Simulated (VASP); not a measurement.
**C: single point with LDA**

Crystal: C.

```
C
1.0
     1.22803    0.70900    3.34701
    -1.22803    0.70900    3.34701
     0.00000   -1.41800    3.34701
C
2
Direct
  0.16400 0.16400 0.16400
  0.83600 0.83600 0.83600
```

| Quantity | Value |
| --- | --- |
| Program | VASP 6.6.1 |
| Task | single point |
| Functional | LDA |
| Potentials or basis | VASP PAW LDA potentials, release 64 (C) |
| Cutoff | 520 eV |
| k mesh | 17 × 17 × 17 |
| Occupations | fermi-dirac, width 0.03 eV |
| Spin | no spin polarisation |
| Dipole correction | no |
| Further INCAR settings | ALGO = Normal; EDIFF = 1e-06; NBANDS = 11 |

```json
{
  "Pressure": "-3.3 GPa",
  "Largest force": "0.905 eV/Å"
}
```

Forces in eV/Å, atoms in the order of the input:
```
C    0.000  0.000  0.905
C    0.000  0.000 -0.905
```

Stress tensor (GPa, compression positive):
```
-4.53  0.00  0.00
 0.00 -4.53  0.00
 0.00  0.00 -0.84
```

It took 110 s on 1 thread of Intel(R) Xeon(R) Platinum 8375C CPU @ 2.90GHz (Ice Lake), with other jobs on the host, peak memory 0.19 GiB.

Caveat: the cell stands under tension.
